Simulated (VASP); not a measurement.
# Al (I4/mmm) in VASP: further runs, part 2 of 2

VASP 6.6.1.

### Step 3. Single point, PBEsol (strain -0.015 along x and y, +0.030 along z)

Input file INCAR:

```
SYSTEM = Al
ALGO = Normal ; EDIFF = 1E-6
ENCUT = 520 ; GGA = PS
ISIF = 2 ; ISMEAR = 0
LASPH = .TRUE. ; LCHARG = .FALSE.
LREAL = .FALSE. ; LWAVE = .FALSE.
NBANDS = 8 ; NELM = 100
PREC = Accurate ; SIGMA = 0.15
```

Input file KPOINTS:

```
k-points
0
G
  20 20 20
  0 0 0
```

Input file POSCAR:

```
Al
1.0
    0.0000000000      1.9936203000      2.0846994000
    1.9936203000      0.0000000000      2.0846994000
    1.9936203000      1.9936203000      0.0000000000
Al
1
Direct
    0.0000000000      0.0000000000      0.0000000000
```

Potentials or basis: VASP PAW PBE potentials, release 64 (Al).

Started as:

```
$ cat potpaw_PBE.64/Al/POTCAR > POTCAR
$ mpirun -np 1 vasp_std > vasp.out
```

OUTCAR:

```text
SYSTEM = Al
   EDIFF = 1E-6
   ENCUT = 520
   GGA = PS
   ISIF = 2
   ISMEAR = 0
   LASPH = .TRUE.
   LREAL = .FALSE.
   NELM = 100
   PREC = Accurate

 ion  position               nearest neighbor table
   1  0.000  0.000  0.000-

  LATTYP: Found a body centered tetragonal cell.
 ALAT       =     2.8194048665
 C/A-ratio  =     1.4788223038

  Lattice vectors:

[... 192 lines left out ...]
      7      22.0278      0.00000
      8      24.3878      0.00000
[... 243 lines left out ...]
 k-point    24 :      -0.3500    0.0500    0.0000
  band No.  band energies     occupation
      1       0.5014      2.00000
      2       7.3053      2.00000
      3      16.5940      0.00000
      4      20.1221      0.00000
      5      20.4118      0.00000
      6      21.0164      0.00000
      7      23.0265      0.00000
      8      24.7972      0.00000

 [... further k-points ...]
[... 5 lines left out ...]
  --------------------------------------------------------------------------------------
  -------------------------------------------------------------------------------------
  Total       -0.1004608     -0.1004608     -0.3386167      0.0000000     -0.0000000     -0.0000000
  in kB       -9.7128997     -9.7128997    -32.7386369      0.0000000     -0.0000000     -0.0000000
  external PRESSURE =     -17.3881455 kB  Pullay stress =       0.0000000 kB

 VOLUME and BASIS-vectors are now :
 -----------------------------------------------------------------------------
  energy-cutoff  :      520.00
  volume of cell :       16.57
      direct lattice vectors                 reciprocal lattice vectors
     0.000000000  1.993620300  2.084699400    -0.250800014  0.250800014  0.239842732
     1.993620300  0.000000000  2.084699400     0.250800014 -0.250800014  0.239842732
     1.993620300  1.993620300  0.000000000     0.250800014  0.250800014 -0.239842732

 POSITION                                       TOTAL-FORCE (eV/Angst)
 -----------------------------------------------------------------------------------
      0.00000      0.00000      0.00000         0.000000     -0.000000     -0.000000
 -----------------------------------------------------------------------------------
    total drift:                                0.000000     -0.000000     -0.000000

  FREE ENERGIE OF THE ION-ELECTRON SYSTEM (eV)
  ---------------------------------------------------
  free  energy   TOTEN  =        -4.0886343538 eV

  energy  without entropy=       -4.0838664656  energy(sigma->0) =       -4.08625041
```

OSZICAR:

```text
N       E                     dE             d eps       ncg     rms          rms(c)
DAV:   1    -0.271176676968E+01   -0.27118E+01   -0.85451E+02 10272   0.204E+02
DAV:   2    -0.410992448232E+01   -0.13982E+01   -0.13605E+01 14184   0.188E+01
DAV:   3    -0.411698499607E+01   -0.70605E-02   -0.70556E-02 13320   0.148E+00
DAV:   4    -0.411700266815E+01   -0.17672E-04   -0.17673E-04 16008   0.650E-02
DAV:   5    -0.411700271620E+01   -0.48041E-07   -0.47983E-07 13416   0.185E-03    0.138E+00
DAV:   6    -0.410006898749E+01    0.16934E-01   -0.22645E-03 13576   0.197E-01    0.787E-01
DAV:   7    -0.408865041796E+01    0.11419E-01   -0.61716E-03 13176   0.316E-01    0.166E-01
DAV:   8    -0.408863509303E+01    0.15325E-04   -0.20799E-05 15144   0.313E-02    0.816E-03
DAV:   9    -0.408863435376E+01    0.73927E-06   -0.36623E-07 14392   0.270E-03
   1 F= -.40886344E+01 E0= -.40862504E+01  d E =-.476789E-02
```

stdout:

```text
POSCAR found type information on POSCAR Al
 POSCAR found :  1 types and       1 ions
 scaLAPACK will be used
 -----------------------------------------------------------------------------
|                                                                             |
|                                                                             |
|     You enforced a specific xc type in the INCAR file but a different       |
|     I HOPE YOU KNOW WHAT YOU ARE DOING!                                     |
|                                                                             |
 -----------------------------------------------------------------------------

 LDA part: xc-table for (Slater+PW92), standard interpolation
 POSCAR, INCAR and KPOINTS ok, starting setup
 FFT: planning ... GRIDC
 FFT: planning ... GRID_SOFT
 FFT: planning ... GRID
 WAVECAR not read
 entering main loop
```

It took 41 s on 1 thread of Intel Xeon Platinum 8259CL at 2.50GHz (Skylake/Cascade Lake), shared host; peak memory 0.19 GiB.

What came out:

| Item | Value |
| --- | --- |
| Free energy | -4.0886 eV |
| Pressure | -1.7 GPa |

Caveat: the cell differs from its parent crystal (strain -0.015 along x and y, +0.030 along z); the PAW data sets were made with another functional, which shifts forces and pressure a little.

### Step 4. Single point, PBEsol (strain +0.000 along x and y, +0.015 along z)

Input file INCAR:

```
SYSTEM = Al
ALGO = Fast
EDIFF = 1E-6
ENCUT = 520
GGA = PS
ISIF = 2
ISMEAR = 0
LASPH = .True.
LCHARG = .False.
LREAL = .False.
LWAVE = .False.
NBANDS = 8
NELM = 80
PREC = Accurate
SIGMA = 0.15
```

Input file KPOINTS:

```
k-points
0
Gamma
  20 20 20
  0 0 0
```

Input file POSCAR:

```
Al
1.0
    0.0000000000      2.0239800000      2.0543397000
    2.0239800000      0.0000000000      2.0543397000
    2.0239800000      2.0239800000      0.0000000000
Al
1
Direct
    0.0000000000      0.0000000000      0.0000000000
```

Started as:

```
$ cat potpaw_PBE.64/Al/POTCAR > POTCAR
$ mpirun -np 1 vasp_std > vasp.out
```

Wall time 50 s (1 thread of Intel Xeon Platinum 8259CL at 2.50GHz (Skylake/Cascade Lake), shared host); peak memory 0.19 GiB.

Results (log left out):

- Free energy: -4.0878 eV
- Pressure: -2.9 GPa

Stress tensor (GPa, compression positive):
```
-2.75  0.00  0.00
 0.00 -2.75  0.00
 0.00  0.00 -3.22
```

Levels at points of the mesh, in eV from the Fermi level:
| k point | band 1 | band 2 | band 3 | band 4 | band 5 | band 6 |
| --- | --- | --- | --- | --- | --- | --- |
| (0.00, 0.00, 0.00) | -11.03 | 12.34 | 12.50 | 12.50 | 13.78 | 13.78 |
| (0.50, 0.00, 0.00) | -4.55 | -4.39 | 10.95 | 11.13 | 11.33 | 11.47 |
| (0.50, 0.50, 0.00) | -3.05 | -1.84 | 5.32 | 5.64 | 5.64 | 9.02 |
| (0.50, 0.00, 0.50) | -2.84 | -1.54 | 5.16 | 5.32 | 5.42 | 8.74 |

Caveat: the cell differs from its parent crystal (strain +0.000 along x and y, +0.015 along z); the PAW data sets were made with another functional, which shifts forces and pressure a little.

### Step 5. Single point, PBEsol (strain +0.015 along x and y, -0.015 along z)

Input file INCAR:

```
SYSTEM = Al
ALGO     = Normal         ! electronic algorithm
EDIFF    = 1E-6           ! SCF threshold, eV
ENCUT    = 520            ! plane-wave cutoff, eV
GGA      = PS             ! functional
ISIF     = 2              ! what is computed and relaxed
ISMEAR   = 0              ! smearing method
LASPH    = .True.         ! aspherical terms in the spheres
LCHARG   = .True.         ! write CHGCAR
LELF     = .True.         ! ELF
LREAL    = .False.        ! projectors in reciprocal space
LVHAR    = .True.       
LWAVE    = .False.        ! write WAVECAR
NBANDS   = 8              ! bands
NELM     = 60             ! most SCF steps
PREC     = Accurate       ! precision mode
SIGMA    = 0.15           ! smearing width, eV
```

KPOINTS is that of step 4.

Input file POSCAR:

```
Al
1.0
    0.0000000000      2.0543397000      1.9936203000
    2.0543397000      0.0000000000      1.9936203000
    2.0543397000      2.0543397000      0.0000000000
Al
1
Direct
    0.0000000000      0.0000000000      0.0000000000
```

Started as:

```
$ cat potpaw_PBE.64/Al/POTCAR > POTCAR
$ mpirun -np 1 vasp_std > vasp.out
```

Run time: 39 s. Hardware: 1 thread of Intel Xeon Platinum 8259CL at 2.50GHz (Skylake/Cascade Lake), shared host; peak memory 0.19 GiB.

Results (log left out):

```
Free energy : -4.0876 eV
Pressure    : -2.8 GPa
```

Stress tensor (GPa, compression positive):
```
-3.10  0.00  0.00
 0.00 -3.10  0.00
 0.00  0.00 -2.31
```

Levels at points of the mesh, in eV from the Fermi level:
| k point | band 1 | band 2 | band 3 | band 4 | band 5 |
| --- | --- | --- | --- | --- | --- |
| (0.00, 0.00, 0.00) | -11.02 | 12.37 | 12.37 | 12.69 | 13.75 |
| (0.50, 0.00, 0.00) | -4.54 | -4.37 | 10.81 | 10.99 | 11.46 |
| (0.50, 0.50, 0.00) | -2.60 | -1.22 | 5.00 | 5.11 | 5.11 |
| (0.50, 0.00, 0.50) | -3.04 | -1.83 | 5.35 | 5.56 | 5.76 |

Caveat: the cell differs from its parent crystal (strain +0.015 along x and y, -0.015 along z); the PAW data sets were made with another functional, which shifts forces and pressure a little.

### Step 6. Single point, PBEsol (strain +0.015 along x and y, +0.000 along z)

Input file INCAR:

```
  PREC = Accurate
  ENCUT = 520
  EDIFF = 1E-6
  ISMEAR = 0
  SIGMA = 0.15
  LREAL = F
  LASPH = T
  NELM = 80
  ALGO = Normal
  ISIF = 2
  LWAVE = F
  LCHARG = F
  GGA = PS
  NBANDS = 8
```

Input file KPOINTS:

```
Automatic mesh
0
Gamma
  20 20 20
```

Input file POSCAR:

```
Al
1.0
    0.0000000000      2.0543397000      2.0239800000
    2.0543397000      0.0000000000      2.0239800000
    2.0543397000      2.0543397000      0.0000000000
Al
1
Direct
    0.0000000000      0.0000000000      0.0000000000
```

Potentials or basis: VASP PAW PBE potentials, release 64 (Al).

Started as:

```
$ cat potpaw_PBE.64/Al/POTCAR > POTCAR
$ mpirun -np 1 vasp_std > vasp.out
```

Wall time 38 s (1 thread of Intel Xeon Platinum 8259CL at 2.50GHz (Skylake/Cascade Lake), shared host); peak memory 0.19 GiB.

It converged, with:

| Property | Result |
| --- | --- |
| Free energy | -4.0826 eV |
| Pressure | -3.9 GPa |

Levels at points of the mesh, in eV from the Fermi level:
```
           k point  band 1  band 2  band 3  band 4  band 5  band 6
(0.00, 0.00, 0.00)  -10.92   12.32   12.32   12.48   13.58   13.62
(0.50, 0.00, 0.00)   -4.49   -4.36   10.82   11.08   11.16   11.40
(0.50, 0.50, 0.00)   -2.73   -1.43    5.10    5.22    5.22    8.52
(0.50, 0.00, 0.50)   -2.94   -1.74    5.27    5.44    5.54    8.80
```

Caveat: the cell differs from its parent crystal (strain +0.015 along x and y, +0.000 along z); the PAW data sets were made with another functional, which shifts forces and pressure a little.

### Step 7. Summary

```csv
cell,gap on the mesh (eV),pressure (GPa)
"a = 2.863, b = 2.863, c = 2.819 Å, angles 60.5, 60.5, 59.0°, 1 atom",none,-0.7
"a = 2.885, b = 2.885, c = 2.819 Å, angles 60.7, 60.7, 58.5°, 1 atom",none,-1.7
"a = 2.884, b = 2.884, c = 2.862 Å, angles 60.2, 60.2, 59.5°, 1 atom",none,-2.9
"a = 2.863, b = 2.863, c = 2.905 Å, angles 59.5, 59.5, 61.0°, 1 atom",none,-2.8
"a = 2.884, b = 2.884, c = 2.905 Å, angles 59.8, 59.8, 60.5°, 1 atom",none,-3.9
```

Alike in all rows: task single point; level PBEsol; potentials or basis VASP PAW PBE potentials, release 64 (Al); no spin polarisation; k mesh 20 × 20 × 20; cutoff (eV) 520; smearing gaussian 0.15 eV.

Caveats: the PAW data sets were made with another functional, which shifts forces and pressure a little.

Absolute energies hang on the potentials; compare differences alone.
